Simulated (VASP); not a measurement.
Write the native input for VASP 6.6.1 that does the following.

| Quantity | Value |
| --- | --- |
| Task | single point |
| Functional | PBE-based screened hybrid |
| Potentials or basis | VASP PAW PBE potentials, release 64 (In_d, As) |
| Cutoff | 520 eV |
| k mesh | 4 × 4 × 4 |
| Occupations | fermi-dirac, width 0.05 eV |
| Spin | no spin polarisation |
| Dipole correction | no |
| Grid for exact exchange (PRECFOCK) | Normal |
| Share of exact exchange | 0.15 |
| Further INCAR settings | ALGO = Normal; EDIFF = 1e-07; NBANDS = 16 |
| Screening parameter | 0.2 1/Å |

Crystal: InAs.

```xyz
2
Lattice="0.0000 3.0180 3.0180 3.0180 0.0000 3.0180 3.0180 3.0180 0.0000" Properties=species:S:1:pos:R:3 pbc="T T T"
In    0.0000    0.0000    0.0000
As    4.5270    4.5270    4.5270
```

One way to write it, as run:

POSCAR

```
InAs
1.0
    0.0000000000      3.0180000000      3.0180000000
    3.0180000000      0.0000000000      3.0180000000
    3.0180000000      3.0180000000      0.0000000000
In As
1 1
Direct
    0.0000000000      0.0000000000      0.0000000000
    0.7500000000      0.7500000000      0.7500000000
```

INCAR.step1

```
SYSTEM = InAs
PREC     = Accurate       ! precision mode
ENCUT    = 520            ! plane-wave cutoff, eV
EDIFF    = 1E-5           ! SCF threshold, eV
ISMEAR   = -1             ! smearing method
SIGMA    = 0.05           ! smearing width, eV
LREAL    = .FALSE.        ! projectors in reciprocal space
LASPH    = .TRUE.         ! aspherical terms in the spheres
NELM     = 100            ! most SCF steps
ALGO     = Normal         ! electronic algorithm
ISIF     = 2              ! what is computed and relaxed
LWAVE    = .TRUE.         ! write WAVECAR
LCHARG   = .FALSE.        ! write CHGCAR
GGA      = PE             ! functional
NBANDS   = 16             ! bands
```

INCAR.step2

```
SYSTEM = InAs
PREC     = Accurate       ! precision mode
ENCUT    = 520            ! plane-wave cutoff, eV
EDIFF    = 1E-7           ! SCF threshold, eV
ISMEAR   = -1             ! smearing method
SIGMA    = 0.05           ! smearing width, eV
LREAL    = .FALSE.        ! projectors in reciprocal space
LASPH    = .TRUE.         ! aspherical terms in the spheres
NELM     = 100            ! most SCF steps
ALGO     = Normal         ! electronic algorithm
ISIF     = 2              ! what is computed and relaxed
LWAVE    = .FALSE.        ! write WAVECAR
LCHARG   = .FALSE.        ! write CHGCAR
GGA      = PE             ! functional
LHFCALC  = .TRUE.         ! exact exchange
AEXX     = 0.15           ! exact-exchange fraction
HFSCREEN = 0.2            ! screening, 1/A
PRECFOCK = Normal       
ISTART   = 1            
NBANDS   = 16             ! bands
```

KPOINTS

```
regular mesh
0
G
  4 4 4
  0 0 0
```

Potentials or basis: VASP PAW PBE potentials, release 64 (In_d, As).

Run with:

```bash
$ cat potpaw_PBE.64/In_d/POTCAR potpaw_PBE.64/As/POTCAR > POTCAR
$ cp INCAR.step1 INCAR
$ mpirun -np 1 vasp_std > vasp.out
$ cp INCAR.step2 INCAR
$ mpirun -np 1 vasp_std > vasp.out
```

It gave:

| Item | Value |
| --- | --- |
| Pressure | 3.1 GPa |
| Band gap on the k mesh | 0.28 eV, direct |

Caveat: the k points lie up to 0.45 Å⁻¹ apart; the PAW data sets were made with another functional, which shifts forces and pressure a little; spin-orbit coupling is left out, which moves the levels of the heavy elements.

Wall time 4.3 min on 1 thread of Intel(R) Xeon(R) Platinum 8375C CPU @ 2.90GHz (Ice Lake), with other jobs on the host, peak memory 0.28 GiB.
